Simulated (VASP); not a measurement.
A run of VASP 6.6.1:

INCAR

```
SYSTEM = CoSn
  PREC = Accurate
  ENCUT = 600
  EDIFF = 1E-6
  ISMEAR = 0
  SIGMA = 0.1
  LREAL = .FALSE.
  LASPH = .TRUE.
  NELM = 150
  ALGO = Fast
  ISIF = 3
  LWAVE = .FALSE.
  LCHARG = .FALSE.
  ISPIN = 2
  MAGMOM = 0.66 0
  LORBIT = 11
  LMAXMIX = 4
  GGA = PE
  IBRION = 2
  NSW = 80
  EDIFFG = -0.05
```

File KPOINTS:

```
regular mesh
0
G
  9 9 6
  0 0 0
```

POSCAR

```
CoSn
1.0
    2.6641704161      0.0000000000      0.0000000000
   -1.3320852081      2.3072392603      0.0000000000
    0.0000000000      0.0000000000      4.1666877143
Co Sn
1 1
Direct
    0.0000000000      0.0000000000      0.0000000000
    0.6666666667      0.3333333333      0.5000000000
```

Potentials or basis: VASP PAW PBE potentials, release 64 (Co, Sn_d).

Run with:

```console
$ cat potpaw_PBE.64/Co/POTCAR potpaw_PBE.64/Sn_d/POTCAR > POTCAR
$ mpirun -np 1 vasp_std > vasp.out
```

Hardware: 1 thread of Intel Xeon 8259CL, on a shared host.

Problem. Estimate the wall time of this run.

Solution. It took 23 min on 1 thread of Intel Xeon 8259CL, on a shared host, peak memory 0.22 GiB. Counts: scf iterations 335, k points 48, ion steps 16.
